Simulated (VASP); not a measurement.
# LiBr (Fm-3m) in VASP: a series of runs

The runs below take LiBr through single point, relaxation of cell and atoms, with PBEsol.

Program: VASP 6.6.1. These are calculated values, not measurements. Logs are shortened: lines on timing, memory, paths and dates and some standing lists are left out, and cuts for length are marked.

## (1) The cell of the first run

It takes space group Fm-3m (No. 225, cubic). The conventional cell has a = 5.412 Å, b = 5.412 Å, c = 5.412 Å, α = 90.00°, β = 90.00°, γ = 90.00°. Within 3.6 Å of Li (site symmetry m-3m) lie 6 Br at 2.71 Å. Br (site symmetry m-3m) has 6 Li at 2.71 Å within 3.6 Å.

## (2) Single point, PBEsol

The input, INCAR:

```
PREC = Accurate ; ENCUT = 750
EDIFF = 1E-6 ; ISMEAR = 0
SIGMA = 0.02 ; LREAL = False
LASPH = True ; NELM = 120
ALGO = Normal ; ISIF = 2
LWAVE = False ; LCHARG = False
GGA = PS ; NBANDS = 12
GGA_COMPAT = False
```

The input, KPOINTS:

```
Automatic mesh
0
Gamma
  8 8 8
```

The input, POSCAR:

```
LiBr
1.0
    0.0000000000      2.7059923315      2.7059923315
    2.7059923315      0.0000000000      2.7059923315
    2.7059923315      2.7059923315      0.0000000000
Li Br
1 1
Direct
    0.0000000000      0.0000000000      0.0000000000
    0.5000000000      0.5000000000      0.5000000000
```

Potentials or basis: VASP PAW PBE potentials, release 64 (Li_sv, Br).

On the command line:

```bash
> cat potpaw_PBE.64/Li_sv/POTCAR potpaw_PBE.64/Br/POTCAR > POTCAR
> mpirun -np 1 vasp_std > vasp.out
```

OUTCAR:

```text
PREC = Accurate
   ENCUT = 750
   EDIFF = 1E-6
   ISMEAR = 0
   LREAL = False
   LASPH = True
   NELM = 120
   ISIF = 2
   GGA = PS

 ion  position               nearest neighbor table
   1  0.000  0.000  0.000-
   2  0.500  0.500  0.500-

  LATTYP: Found a face centered cubic cell.
 ALAT       =     5.4119846630

  Lattice vectors:

 A1 = (   0.0000000000,   2.7059923315,   2.7059923315)
 A2 = (   2.7059923315,   0.0000000000,   2.7059923315)
 A3 = (   2.7059923315,   2.7059923315,   0.0000000000)

Analysis of symmetry for initial positions (statically):
=====================================================================
 Subroutine PRICEL returns:
 Original cell was already a primitive cell.

 Routine SETGRP: Setting up the symmetry group for a
 face centered cubic supercell.

 Subroutine GETGRP returns: Found 48 space group operations
 (whereof 48 operations were pure point group operations)
 out of a pool of 48 trial point group operations.

The static configuration has the point symmetry O_h .

Analysis of symmetry for dynamics (positions and initial velocities):
=====================================================================
 Subroutine PRICEL returns:
 Original cell was already a primitive cell.

 Routine SETGRP: Setting up the symmetry group for a
 face centered cubic supercell.

 Subroutine GETGRP returns: Found 48 space group operations
 (whereof 48 operations were pure point group operations)
 out of a pool of 48 trial point group operations.

The dynamic configuration has the point symmetry O_h .

 Subroutine INISYM returns: Found 48 space group operations
 (whereof 48 operations are pure point group operations),
 and found     1 'primitive' translations

----------------------------------------------------------------------------------------

                                     Primitive cell

  volume of cell :      39.6287

  direct lattice vectors                    reciprocal lattice vectors
     0.000000000  2.705992332  2.705992332    -0.184775099  0.184775099  0.184775099
     2.705992332  0.000000000  2.705992332     0.184775099 -0.184775099  0.184775099
     2.705992332  2.705992332  0.000000000     0.184775099  0.184775099 -0.184775099

  length of vectors
     3.826851055  3.826851055  3.826851055     0.320039859  0.320039859  0.320039859

  position of ions in fractional coordinates (direct lattice)
     0.000000000  0.000000000  0.000000000
     0.500000000  0.500000000  0.500000000

  ion indices of the primitive-cell ions
   primitive index   ion index
                 1           1
                 2           2

----------------------------------------------------------------------------------------

 KPOINTS: Automatic mesh

Automatic generation of k-mesh.
 Grid dimensions read from file:
 generate k-points for:    8    8    8

 Generating k-lattice:

  Cartesian coordinates                     Fractional coordinates (reciprocal lattice)
    -0.023096887  0.023096887  0.023096887     0.125000000  0.000000000  0.000000000
     0.023096887 -0.023096887  0.023096887     0.000000000  0.125000000  0.000000000
     0.023096887  0.023096887 -0.023096887     0.000000000  0.000000000  0.125000000

  Length of vectors
     0.040004982  0.040004982  0.040004982

  Shift w.r.t. Gamma in fractional coordinates (k-lattice)
     0.000000000  0.000000000  0.000000000

 Subroutine IBZKPT returns following result:
 ===========================================

 Found     29 irreducible k-points:

 Following reciprocal coordinates:
            Coordinates               Weight
  0.000000  0.000000  0.000000      1.000000
  0.125000  0.000000  0.000000      8.000000
  0.250000  0.000000  0.000000      8.000000
  0.375000  0.000000  0.000000      8.000000
  0.500000  0.000000  0.000000      4.000000
  0.125000  0.125000  0.000000      6.000000
[... 16 lines left out ...]
  0.500000  0.250000  0.125000     48.000000
 -0.375000  0.250000  0.125000     24.000000
 [... further k-points ...]
   k-points           NKPTS =     29   k-points in BZ     NKDIM =     29   number of bands    NBANDS=     12
   number of dos      NEDOS =    301   number of ions     NIONS =      2
   total plane-waves  NPLWV =  46656
   dimension x,y,z NGX =    36 NGY =   36 NGZ =   36
   dimension x,y,z NGXF=    72 NGYF=   72 NGZF=   72
   ions per type =               1   1
   NGX,Y,Z   is equivalent  to a cutoff of  15.64, 15.64, 15.64 a.u.
   NGXF,Y,Z  is equivalent  to a cutoff of  31.28, 31.28, 31.28 a.u.
 SYSTEM =  unknown system
   PREC   = accura    normal or accurate (medium, high low for compatibility)
   ISTART =      0    job   : 0-new  1-cont  2-samecut
   ICHARG =      2    charge: 1-file 2-atom 10-const
   ISPIN  =      1    spin polarized calculation?
   LNONCOLLINEAR =      F non collinear calculations
   LSORBIT =      F    spin-orbit coupling
   LASPH  =      T    aspherical Exc in radial PAW
   ENCUT  =  750.0 eV  55.12 Ry    7.42 a.u.   8.55  8.55  8.55*2*pi/ulx,y,z
   NELM   =    120;   NELMIN=  2; NELMDL= -5     # of ELM steps
   EDIFF  = 0.1E-05   stopping-criterion for ELM
   LREAL  =      F    real-space projection
   EDIFFG = 0.1E-04   stopping-criterion for IOM
   NSW    =      0    number of steps for IOM
   IBRION =     -1    ionic relax: 0-MD 1-quasi-New 2-CG
   NFREE  =      0    steps in history (QN), initial steepest desc. (CG)
   ISIF   =      2    stress and relaxation
   ISYM   =      2    0-nonsym 1-usesym 2-fastsym
   POTIM  = 0.5000    time-step for ionic-motion
   TEBEG  =    0.0;   TEEND  =   0.0 temperature during run
   PSTRESS=    0.0 pullay stress
   NELECT =      10.0000    total number of electrons
   NUPDOWN=      -1.0000    fix difference up-down
   EMIN   =  10.00;   EMAX   =-10.00  energy-range for DOS
   EFERMI =   0.00;   METHOD = LEGACY
   ISMEAR =     0;   SIGMA  =   0.02  broadening in eV -4-tet -1-fermi 0-gaus
   EFERMI_NEDOS =   21; number of points for ismear=-14 and -15
   IALGO  =     38    algorithm
   IMIX   =      4    mixing-type and parameters
     AMIX     =   0.40;   BMIX     =  1.00
     AMIX_MAG =   1.60;   BMIX_MAG =  1.00
  volume/ion in A,a.u.               =      19.81       133.71
  Fermi-wavevector in a.u.,A,eV,Ry     =   1.034519  1.954957 14.561344  1.070229
  Thomas-Fermi vector in A             =   2.168818
   LORBIT       =      0    0 simple, 1 ext, 2 COOP (PROOUT), +10 PAW based schemes
   GGA     = PS    functional components
   LHFCALC =     F    Hartree Fock is set to
   AEXX    =    0.0000 exact exchange contribution
   IVDW    =     0    specifies the selected vdW correction
   LEPSILON=     F    determine dielectric tensor
   LRPA    =     F    only Hartree local field effects (RPA)
 non-spin polarized calculation
 Gauss-broadening in eV      SIGMA  =   0.02
  energy-cutoff  :      750.00
  volume of cell :       39.63
 maximum number of plane-waves:      1868
 NGX is ok and might be reduce to    36
   NGX = 17   NGY = 17   NGZ = 17

 number of electron      10.0000001 magnetization

 Free energy of the ion-electron system (eV)
  ---------------------------------------------------
  ext. energy  EPLUGINS =         0.00000000
  ---------------------------------------------------
  free energy    TOTEN  =        -6.93525297 eV

  energy without entropy =       -6.93525297  energy(sigma->0) =       -6.93525297

 E-fermi :   0.8119     XC(G=0):  -8.7913

 val. band max:        0.5867896531   @ k =   0.0000   0.0000   0.0000
 cond. band min:       5.5715686160   @ k =   0.0000   0.0000   0.0000
 fundamental gap:      4.9847789629
 Fermi energy:         0.8119367994

 k-point     1 :       0.0000    0.0000    0.0000
  band No.  band energies     occupation
      1     -43.0167      2.00000
      2     -13.0459      2.00000
      3       0.5868      2.00000
      4       0.5868      2.00000
      5       0.5868      2.00000
      6       5.5716      0.00000
      7      11.0103      0.00000
      8      11.0103      0.00000
      9      11.0103      0.00000
     10      12.9652      0.00000
     11      12.9652      0.00000
     12      12.9652      0.00000

 k-point     2 :       0.1250    0.0000    0.0000
  band No.  band energies     occupation
      1     -43.0165      2.00000
      2     -12.9743      2.00000
      3      -0.0559      2.00000
      4       0.5395      2.00000
      5       0.5395      2.00000
      6       6.1149      0.00000
      7      10.2734      0.00000
      8      10.8811      0.00000
      9      10.8811      0.00000
     10      12.0177      0.00000
     11      12.0177      0.00000
     12      13.3102      0.00000

 k-point     3 :       0.2500    0.0000    0.0000
  band No.  band energies     occupation
      1     -43.0160      2.00000
      2     -12.7918      2.00000
      3      -1.2436      2.00000
      4       0.4324      2.00000
      5       0.4324      2.00000
      6       6.5313      0.00000
      7       9.7491      0.00000
      8       9.7491      0.00000
      9      10.3950      0.00000
     10      12.9570      0.00000
     11      12.9570      0.00000
     12      13.6832      0.00000
[... 286 lines left out ...]
 k-point    23 :       0.5000    0.2500    0.1250
  band No.  band energies     occupation
      1     -43.0152      2.00000
      2     -12.4749      2.00000
      3      -2.0176      2.00000
      4      -0.7997      2.00000
      5       0.0141      2.00000
      6       7.7521      0.00000
      7       8.4879      0.00000
      8       9.7071      0.00000
      9      10.7731      0.00000
     10      13.4055      0.00000
     11      16.1626      0.00000
     12      16.5872      0.00000

 k-point    24 :      -0.3750    0.2500    0.1250
  band No.  band energies     occupation
      1     -43.0150      2.00000
      2     -12.4011      2.00000
      3      -2.2585      2.00000
      4      -0.9054      2.00000
      5      -0.0888      2.00000
      6       7.5791      0.00000
      7       8.4510      0.00000
      8       9.8290      0.00000
      9      11.4385      0.00000
     10      14.2331      0.00000
     11      14.7416      0.00000
     12      17.4254      0.00000

 [... further k-points ...]
[... 5 lines left out ...]
  --------------------------------------------------------------------------------------
  -------------------------------------------------------------------------------------
  Total       -0.0088387     -0.0088387     -0.0088387      0.0000000     -0.0000000      0.0000000
  in kB       -0.3573455     -0.3573455     -0.3573455      0.0000000     -0.0000000      0.0000000
  external PRESSURE =      -0.3573455 kB  Pullay stress =       0.0000000 kB

 VOLUME and BASIS-vectors are now :
 -----------------------------------------------------------------------------
  energy-cutoff  :      750.00
  volume of cell :       39.63
      direct lattice vectors                 reciprocal lattice vectors
     0.000000000  2.705992332  2.705992332    -0.184775099  0.184775099  0.184775099
     2.705992332  0.000000000  2.705992332     0.184775099 -0.184775099  0.184775099
     2.705992332  2.705992332  0.000000000     0.184775099  0.184775099 -0.184775099

 POSITION                                       TOTAL-FORCE (eV/Angst)
 -----------------------------------------------------------------------------------
      0.00000      0.00000      0.00000         0.000000      0.000000     -0.000000
      2.70599      2.70599      2.70599        -0.000000     -0.000000      0.000000
 -----------------------------------------------------------------------------------
    total drift:                                0.000000      0.000000      0.000000

  FREE ENERGIE OF THE ION-ELECTRON SYSTEM (eV)
  ---------------------------------------------------
  free  energy   TOTEN  =        -6.9352529683 eV

  energy  without entropy=       -6.9352529683  energy(sigma->0) =       -6.93525297
```

It took 42 s on 1 thread of AMD EPYC 7R13, shared host; peak memory 0.18 GiB.

What came out:

```yaml
Free_energy: -6.9353 eV
Pressure: 0.0 GPa
Band_gap_on_the_k_mesh: 4.98 eV, direct
```

Levels at points of the mesh, in eV from the valence-band top:
| k point | band 1 | band 2 | band 3 | band 4 | band 5 | band 6 | band 7 | band 8 | band 9 | band 10 |
| --- | --- | --- | --- | --- | --- | --- | --- | --- | --- | --- |
| (0.00, 0.00, 0.00) | -43.60 | -13.63 | 0.00 | 0.00 | 0.00 | 4.98 | 10.42 | 10.42 | 10.42 | 12.38 |
| (0.50, 0.00, 0.00) | -43.60 | -13.09 | -3.14 | -0.29 | -0.29 | 5.48 | 8.03 | 8.03 | 12.15 | 14.07 |
| (0.50, 0.50, 0.00) | -43.60 | -12.87 | -3.17 | -1.26 | -1.26 | 6.23 | 6.86 | 11.90 | 12.67 | 12.67 |

Caveat: the PAW data sets were made with another functional, which shifts forces and pressure a little. A k mesh can miss the band edges.

[end of part 1 of 2]
